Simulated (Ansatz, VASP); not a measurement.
## Two plane-wave programs on LiH

```
Li H
1.0
     2.50166    0.07167    0.00000
     0.07167    2.50166    0.00000
     0.00000    0.00000    2.50166
Li H
1 1
Direct
  0.00000 0.00000 0.00000
  0.50000 0.50000 0.50000
```

Change from the starting cell: shear_xy strain +5.7%.

Alike in both runs: task single point; functional r2SCAN; k mesh 10 × 10 × 10; no spin polarisation.

```csv
,VASP,Ansatz
version,VASP 6.6.1,Ansatz 0.2.0
potentials or method,"VASP PAW PBE potentials, release 64 (Li_sv, H)","plane waves, PAW"
plane-wave cutoff (eV),520,500
occupations,"gaussian, width 0.01 eV",fixed
valence electrons in the cell,4,4
```

|  | VASP | Ansatz | Ansatz less VASP |
| --- | --- | --- | --- |
| gap on the k mesh at the Fermi level (eV) | 1.37 | 1.19 | -0.176 |

VASP's potentials were made for PBE, not for r2SCAN.

Noted on VASP's run: the cutoff is short for stress, so the pressure is rough.
